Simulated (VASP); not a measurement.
Crystal: Lu4ZrO.

```
Lu Zr O
1.0
    -2.89176    2.89176    3.89067
     2.89176   -2.89176    3.89067
     2.89176    2.89176   -3.89067
Lu Zr O
4 1 1
Direct
  0.50000 0.50000 0.50000
  0.00000 0.00000 0.50000
  0.50000 0.00000 0.00000
  0.00000 0.50000 0.00000
  0.50000 0.50000 0.00000
  0.00000 0.00000 0.00000
```

| Property | Result |
| --- | --- |
| Program | VASP 6.6.1 |
| Task | relaxation of cell and atoms |
| Functional | PBE |
| Potentials or basis | VASP PAW PBE potentials, release 64 (Lu, Zr_sv, O) |
| Cutoff | 600 eV |
| k mesh | 4 × 4 × 4 |
| Occupations | gaussian, width 0.1 eV |
| Spin | no spin polarisation |

At the start: pressure 12.2 GPa; volume 21.69 Å³/atom.

Question: Where does the relaxation end?

Answer: Over 6 steps the energy falls by 381.1 meV/atom and the volume is 25.85 Å³/atom (+19.2 %); space group I4/mmm (No. 139, to 0.05 Å).

Step by step:
```csv
step,energy change (eV),largest force (eV/Å),pressure (GPa),volume (Å³)
1,0.0000,0.0000,12.15,130.14
2,-2.0587,0.0000,-1.79,162.34
3,-2.0690,0.0000,-2.62,166.18
4,-2.0695,0.0000,-2.48,164.96
5,-2.2711,0.0000,-0.57,157.52
6,-2.2864,0.0000,0.14,155.09
```

Final structure:
```yaml
crystal:
  lattice:
    - [-3.32516, 3.32516, 3.50665]
    - [3.32516, -3.32516, 3.50665]
    - [3.32516, 3.32516, -3.50665]
  atoms:
    - { symbol: Lu, position: [0.50000, 0.50000, 0.50000] }
    - { symbol: Lu, position: [0.00000, 0.00000, 0.50000] }
    - { symbol: Lu, position: [0.50000, 0.00000, 0.00000] }
    - { symbol: Lu, position: [0.00000, 0.50000, 0.00000] }
    - { symbol: Zr, position: [0.50000, 0.50000, 0.00000] }
    - { symbol: O, position: [0.00000, 0.00000, 0.00000] }
```

Caveat: the k points lie up to 0.33 Å⁻¹ apart in the final cell; the volume moved by over 15 % at a fixed basis, so the end points are rough.
